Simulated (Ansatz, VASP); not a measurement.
# WS2 in VASP and in Ansatz

```
CELL_PARAMETERS angstrom
3.18769 0.00000 0.00000
-1.59385 2.76062 0.00000
0.00000 0.00000 14.85700
ATOMIC_POSITIONS crystal
W 0.33333 0.66667 0.25000
W 0.66667 0.33333 0.75000
S 0.33333 0.66667 0.64425
S 0.66667 0.33333 0.14425
S 0.33333 0.66667 0.85575
S 0.66667 0.33333 0.35575
```

Alike in both runs: functional PBE; k mesh 9 × 9 × 2; no spin polarisation.

Ansatz relaxed the structure, and its values are those at the end. VASP's run is a single point on that final structure, the one shown.

|  | VASP | Ansatz |
| --- | --- | --- |
| version | VASP 6.6.1 | Ansatz 0.2.0 |
| potentials or method | VASP PAW PBE potentials, release 64 (W_sv, S) | plane waves, PAW |
| plane-wave cutoff (eV) | 520 | 420 |
| occupations | methfessel-paxton of order 1, width 0.1 eV | cold |
| valence electrons in the cell | 52 | 52 |

```tsv
	VASP	Ansatz	Ansatz less VASP
pressure (GPa)	0.0	0.0	+0.04
```

Spin-orbit coupling is off throughout.
